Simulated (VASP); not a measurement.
# RbCl in VASP: a series of runs

Runs on RbCl. Level: PBEsol. Tasks: single point.

Program: VASP 6.6.1. These are calculated values, not measurements. Logs are shortened: lines on timing, memory, paths and dates and some standing lists are left out, and cuts for length are marked.

**1. The cell of the first run**

It takes space group Fm-3m (No. 225, cubic). The conventional cell has a = 6.586 Å, b = 6.586 Å, c = 6.586 Å, α = 90.00°, β = 90.00°, γ = 90.00°. Rb (site symmetry m-3m) has 6 Cl at 3.29 Å within 4.3 Å. Within 4.3 Å of Cl (site symmetry m-3m) lie 6 Rb at 3.29 Å.

**2. Single point, PBEsol (volume scaled by 1.020)**

INCAR

```
SYSTEM = RbCl
PREC = Accurate
ENCUT = 500
EDIFF = 1E-6
ISMEAR = 0
SIGMA = 0.05
LREAL = .False.
LASPH = .True.
NELM = 120
ALGO = Normal
ISIF = 2
LWAVE = .False.
LCHARG = .False.
GGA = PS
NBANDS = 15
GGA_COMPAT = .False.
```

KPOINTS

```
Automatic mesh
0
Gamma
  8 8 8
  0 0 0
```

POSCAR

```
RbCl
1.0
    0.0000000000      3.2932118109      3.2932118109
    3.2932118109      0.0000000000      3.2932118109
    3.2932118109      3.2932118109      0.0000000000
Rb Cl
1 1
Direct
    0.5000000000      0.5000000000      0.5000000000
    0.0000000000      0.0000000000      0.0000000000
```

Potentials or basis: VASP PAW PBE potentials, release 64 (Rb_sv, Cl).

On the command line:

```sh
> cat potpaw_PBE.64/Rb_sv/POTCAR potpaw_PBE.64/Cl/POTCAR > POTCAR
> mpirun -np 1 vasp_std > vasp.out
```

OUTCAR:

```text
SYSTEM = RbCl
   PREC = Accurate
   ENCUT = 500
   EDIFF = 1E-6
   ISMEAR = 0
   LREAL = .False.
   LASPH = .True.
   NELM = 120
   ISIF = 2
   GGA = PS

 ion  position               nearest neighbor table
   1  0.500  0.500  0.500-   2 3.29   2 3.29   2 3.29   2 3.29   2 3.29   2 3.29
   2  0.000  0.000  0.000-   1 3.29   1 3.29   1 3.29   1 3.29   1 3.29   1 3.29

  LATTYP: Found a face centered cubic cell.
 ALAT       =     6.5864236218

  Lattice vectors:

 A1 = (   0.0000000000,   3.2932118109,   3.2932118109)
 A2 = (   3.2932118109,   0.0000000000,   3.2932118109)
 A3 = (   3.2932118109,   3.2932118109,   0.0000000000)

Analysis of symmetry for initial positions (statically):
=====================================================================
 Subroutine PRICEL returns:
 Original cell was already a primitive cell.

 Routine SETGRP: Setting up the symmetry group for a
 face centered cubic supercell.

 Subroutine GETGRP returns: Found 48 space group operations
 (whereof 48 operations were pure point group operations)
 out of a pool of 48 trial point group operations.

The static configuration has the point symmetry O_h .

Analysis of symmetry for dynamics (positions and initial velocities):
=====================================================================
 Subroutine PRICEL returns:
 Original cell was already a primitive cell.

 Routine SETGRP: Setting up the symmetry group for a
 face centered cubic supercell.

 Subroutine GETGRP returns: Found 48 space group operations
 (whereof 48 operations were pure point group operations)
 out of a pool of 48 trial point group operations.

The dynamic configuration has the point symmetry O_h .

 Subroutine INISYM returns: Found 48 space group operations
 (whereof 48 operations are pure point group operations),
 and found     1 'primitive' translations

----------------------------------------------------------------------------------------

                                     Primitive cell

  volume of cell :      71.4314

  direct lattice vectors                    reciprocal lattice vectors
     0.000000000  3.293211811  3.293211811    -0.151827465  0.151827465  0.151827465
     3.293211811  0.000000000  3.293211811     0.151827465 -0.151827465  0.151827465
     3.293211811  3.293211811  0.000000000     0.151827465  0.151827465 -0.151827465

  length of vectors
     4.657304807  4.657304807  4.657304807     0.262972883  0.262972883  0.262972883

  position of ions in fractional coordinates (direct lattice)
     0.500000000  0.500000000  0.500000000
     0.000000000  0.000000000  0.000000000

  ion indices of the primitive-cell ions
   primitive index   ion index
                 1           1
                 2           2

----------------------------------------------------------------------------------------

 KPOINTS: Automatic mesh

Automatic generation of k-mesh.
 Grid dimensions read from file:
 generate k-points for:    8    8    8

 Generating k-lattice:

  Cartesian coordinates                     Fractional coordinates (reciprocal lattice)
    -0.018978433  0.018978433  0.018978433     0.125000000  0.000000000  0.000000000
     0.018978433 -0.018978433  0.018978433     0.000000000  0.125000000  0.000000000
     0.018978433  0.018978433 -0.018978433     0.000000000  0.000000000  0.125000000

  Length of vectors
     0.032871610  0.032871610  0.032871610

  Shift w.r.t. Gamma in fractional coordinates (k-lattice)
     0.000000000  0.000000000  0.000000000

 Subroutine IBZKPT returns following result:
 ===========================================

 Found     29 irreducible k-points:

 Following reciprocal coordinates:
            Coordinates               Weight
  0.000000  0.000000  0.000000      1.000000
  0.125000  0.000000  0.000000      8.000000
  0.250000  0.000000  0.000000      8.000000
  0.375000  0.000000  0.000000      8.000000
  0.500000  0.000000  0.000000      4.000000
  0.125000  0.125000  0.000000      6.000000
[... 16 lines left out ...]
  0.500000  0.250000  0.125000     48.000000
 -0.375000  0.250000  0.125000     24.000000
 [... further k-points ...]
   k-points           NKPTS =     29   k-points in BZ     NKDIM =     29   number of bands    NBANDS=     15
   number of dos      NEDOS =    301   number of ions     NIONS =      2
   total plane-waves  NPLWV =  46656
   dimension x,y,z NGX =    36 NGY =   36 NGZ =   36
   dimension x,y,z NGXF=    72 NGYF=   72 NGZF=   72
   ions per type =               1   1
   NGX,Y,Z   is equivalent  to a cutoff of  12.85, 12.85, 12.85 a.u.
   NGXF,Y,Z  is equivalent  to a cutoff of  25.70, 25.70, 25.70 a.u.
 SYSTEM =  RbCl
   PREC   = accura    normal or accurate (medium, high low for compatibility)
   ISTART =      0    job   : 0-new  1-cont  2-samecut
   ICHARG =      2    charge: 1-file 2-atom 10-const
   ISPIN  =      1    spin polarized calculation?
   LNONCOLLINEAR =      F non collinear calculations
   LSORBIT =      F    spin-orbit coupling
   LASPH  =      T    aspherical Exc in radial PAW
   ENCUT  =  500.0 eV  36.75 Ry    6.06 a.u.   8.49  8.49  8.49*2*pi/ulx,y,z
   NELM   =    120;   NELMIN=  2; NELMDL= -5     # of ELM steps
   EDIFF  = 0.1E-05   stopping-criterion for ELM
   LREAL  =      F    real-space projection
   EDIFFG = 0.1E-04   stopping-criterion for IOM
   NSW    =      0    number of steps for IOM
   IBRION =     -1    ionic relax: 0-MD 1-quasi-New 2-CG
   NFREE  =      0    steps in history (QN), initial steepest desc. (CG)
   ISIF   =      2    stress and relaxation
   ISYM   =      2    0-nonsym 1-usesym 2-fastsym
   POTIM  = 0.5000    time-step for ionic-motion
   TEBEG  =    0.0;   TEEND  =   0.0 temperature during run
   PSTRESS=    0.0 pullay stress
   NELECT =      16.0000    total number of electrons
   NUPDOWN=      -1.0000    fix difference up-down
   EMIN   =  10.00;   EMAX   =-10.00  energy-range for DOS
   EFERMI =   0.00;   METHOD = LEGACY
   ISMEAR =     0;   SIGMA  =   0.05  broadening in eV -4-tet -1-fermi 0-gaus
   EFERMI_NEDOS =   21; number of points for ismear=-14 and -15
   IALGO  =     38    algorithm
   IMIX   =      4    mixing-type and parameters
     AMIX     =   0.40;   BMIX     =  1.00
     AMIX_MAG =   1.60;   BMIX_MAG =  1.00
  volume/ion in A,a.u.               =      35.72       241.02
  Fermi-wavevector in a.u.,A,eV,Ry     =   0.994226  1.878815 13.449162  0.988486
  Thomas-Fermi vector in A             =   2.126163
   LORBIT       =      0    0 simple, 1 ext, 2 COOP (PROOUT), +10 PAW based schemes
   GGA     = PS    functional components
   LHFCALC =     F    Hartree Fock is set to
   AEXX    =    0.0000 exact exchange contribution
   IVDW    =     0    specifies the selected vdW correction
   LEPSILON=     F    determine dielectric tensor
   LRPA    =     F    only Hartree local field effects (RPA)
 non-spin polarized calculation
 Gauss-broadening in eV      SIGMA  =   0.05
  energy-cutoff  :      500.00
  volume of cell :       71.43
 maximum number of plane-waves:      1839
 NGX is ok and might be reduce to    36
   NGX = 17   NGY = 17   NGZ = 17

 number of electron      16.0000002 magnetization

 Free energy of the ion-electron system (eV)
  ---------------------------------------------------
  ext. energy  EPLUGINS =         0.00000000
  ---------------------------------------------------
  free energy    TOTEN  =        -6.89355168 eV

  energy without entropy =       -6.89355168  energy(sigma->0) =       -6.89355168

 E-fermi :  -1.6339     XC(G=0):  -7.5150

 val. band max:       -1.9592916537   @ k =   0.0000   0.0000   0.0000
 cond. band min:       2.8771571001   @ k =   0.0000   0.0000   0.0000
 fundamental gap:      4.8364487537
 Fermi energy:        -1.6339067418

 k-point     1 :       0.0000    0.0000    0.0000
  band No.  band energies     occupation
      1     -25.8418      2.00000
      2     -13.9258      2.00000
      3      -9.9015      2.00000
      4      -9.9015      2.00000
      5      -9.9015      2.00000
      6      -1.9593      2.00000
      7      -1.9593      2.00000
      8      -1.9593      2.00000
      9       2.8772      0.00000
     10       5.9458      0.00000
     11       5.9458      0.00000
     12       5.9458      0.00000
     13       6.9236      0.00000
     14       6.9236      0.00000
     15       9.9479      0.00000

 k-point     2 :       0.1250    0.0000    0.0000
  band No.  band energies     occupation
      1     -25.8394      2.00000
      2     -13.9351      2.00000
      3      -9.9034      2.00000
      4      -9.9034      2.00000
      5      -9.8976      2.00000
      6      -2.1197      2.00000
      7      -2.0134      2.00000
      8      -2.0134      2.00000
      9       3.2440      0.00000
     10       5.8196      0.00000
     11       6.1421      0.00000
     12       6.1421      0.00000
     13       7.1576      0.00000
     14       7.1576      0.00000
     15      10.5859      0.00000

 k-point     3 :       0.2500    0.0000    0.0000
  band No.  band energies     occupation
      1     -25.8337      2.00000
      2     -13.9575      2.00000
      3      -9.9079      2.00000
      4      -9.9079      2.00000
      5      -9.8883      2.00000
      6      -2.4540      2.00000
      7      -2.1389      2.00000
      8      -2.1389      2.00000
      9       4.1490      0.00000
     10       5.7003      0.00000
     11       6.7082      0.00000
     12       6.7082      0.00000
     13       7.7983      0.00000
     14       7.7983      0.00000
     15      11.6297      0.00000
[... 343 lines left out ...]
 k-point    23 :       0.5000    0.2500    0.1250
  band No.  band energies     occupation
      1     -25.8251      2.00000
      2     -13.9495      2.00000
      3     -10.0005      2.00000
      4      -9.9593      2.00000
      5      -9.8983      2.00000
      6      -2.6125      2.00000
      7      -2.2708      2.00000
      8      -2.1608      2.00000
      9       5.3173      0.00000
     10       5.4615      0.00000
     11       7.6458      0.00000
     12       7.9282      0.00000
     13       8.4692      0.00000
     14       8.9305      0.00000
     15       9.7696      0.00000

 k-point    24 :      -0.3750    0.2500    0.1250
  band No.  band energies     occupation
      1     -25.8233      2.00000
      2     -13.9499      2.00000
      3     -10.0013      2.00000
      4      -9.9884      2.00000
      5      -9.8936      2.00000
      6      -2.6248      2.00000
      7      -2.2612      2.00000
      8      -2.2549      2.00000
      9       5.6327      0.00000
     10       5.7777      0.00000
     11       7.6715      0.00000
     12       7.8478      0.00000
     13       8.6708      0.00000
     14       9.6860      0.00000
     15       9.7764      0.00000

 [... further k-points ...]

------------------------ aborting loop because EDIFF is reached ----------------------------------------

  FORCE on cell =-STRESS in cart. coord.  units (eV):
  Direction    XX          YY          ZZ          XY          YZ          ZX
  --------------------------------------------------------------------------------------
  -------------------------------------------------------------------------------------
  Total       -0.1345360     -0.1345360     -0.1345360     -0.0000000      0.0000000      0.0000000
  in kB       -3.0175895     -3.0175895     -3.0175895     -0.0000000      0.0000000      0.0000000
  external PRESSURE =      -3.0175895 kB  Pullay stress =       0.0000000 kB

 VOLUME and BASIS-vectors are now :
 -----------------------------------------------------------------------------
  energy-cutoff  :      500.00
  volume of cell :       71.43
      direct lattice vectors                 reciprocal lattice vectors
     0.000000000  3.293211811  3.293211811    -0.151827465  0.151827465  0.151827465
     3.293211811  0.000000000  3.293211811     0.151827465 -0.151827465  0.151827465
     3.293211811  3.293211811  0.000000000     0.151827465  0.151827465 -0.151827465

 POSITION                                       TOTAL-FORCE (eV/Angst)
 -----------------------------------------------------------------------------------
      3.29321      3.29321      3.29321        -0.000000      0.000000      0.000000
      0.00000      0.00000      0.00000         0.000000     -0.000000     -0.000000
 -----------------------------------------------------------------------------------
    total drift:                                0.000000      0.000000      0.000000

  FREE ENERGIE OF THE ION-ELECTRON SYSTEM (eV)
  ---------------------------------------------------
  free  energy   TOTEN  =        -6.8935516843 eV

  energy  without entropy=       -6.8935516843  energy(sigma->0) =       -6.89355168
```

Wall time 11 s (1 thread of Intel Xeon 6975P-C (Granite Rapids), shared host); peak memory 0.2 GiB.

What came out:

```yaml
Free_energy: -6.8936 eV
Pressure: -0.3 GPa
Band_gap_on_the_k_mesh: 4.84 eV, direct
```

Levels at points of the mesh, in eV from the valence-band top:
| k point | band 5 | band 6 | band 7 | band 8 | band 9 | band 10 | band 11 | band 12 |
| --- | --- | --- | --- | --- | --- | --- | --- | --- |
| (0.00, 0.00, 0.00) | -7.94 | 0.00 | 0.00 | 0.00 | 4.84 | 7.91 | 7.91 | 7.91 |
| (0.50, 0.00, 0.00) | -7.92 | -0.89 | -0.35 | -0.35 | 7.59 | 7.86 | 10.08 | 10.08 |
| (0.50, 0.50, 0.00) | -8.05 | -0.33 | -0.10 | -0.10 | 6.09 | 7.93 | 9.55 | 10.00 |

Caveat: the PAW data sets were made with another functional, which shifts forces and pressure a little.

(Part 1 of 2 ends here.)
